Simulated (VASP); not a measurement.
# Ag: single point with PBEsol

The system is Ag.

```
Ag
1.0
     2.85265    0.00000    0.00000
    -1.42632    2.47047    0.00000
     0.00000    0.00000    9.45262
Ag
4
Direct
  0.00000 0.00000 0.50000
  0.00000 0.00000 0.00000
  0.66667 0.33333 0.75000
  0.33333 0.66667 0.25000
```

```json
{
 "Program": "VASP 6.6.1",
 "Task": "single point",
 "Functional": "PBEsol",
 "Potentials or basis": "VASP PAW PBE potentials, release 64 (Ag)",
 "Cutoff": "520 eV",
 "k mesh": "11 × 11 × 3",
 "Occupations": "fermi-dirac, width 0.05 eV",
 "Spin": "no spin polarisation"
}
```

| Item | Value |
| --- | --- |
| Pressure | -0.2 GPa |
| Band gap on the k mesh | zero (band 22 reaches 11.31 eV, above the bottom of band 23 at 5.48 eV) |

Levels at points of the mesh, in eV from the Fermi level:
```
           k point  band 21  band 22  band 23  band 24  band 25  band 26
(0.00, 0.00, 0.00)    -3.52    -3.11    -3.11    -0.74     3.40    10.85
```

Wall time 43 s on 1 thread of Intel(R) Xeon(R) Platinum 8259CL CPU @ 2.50GHz (Skylake/Cascade Lake) (shared host), peak memory 0.21 GiB.

Caveat: the PAW data sets were made with another functional, which shifts forces and pressure a little.
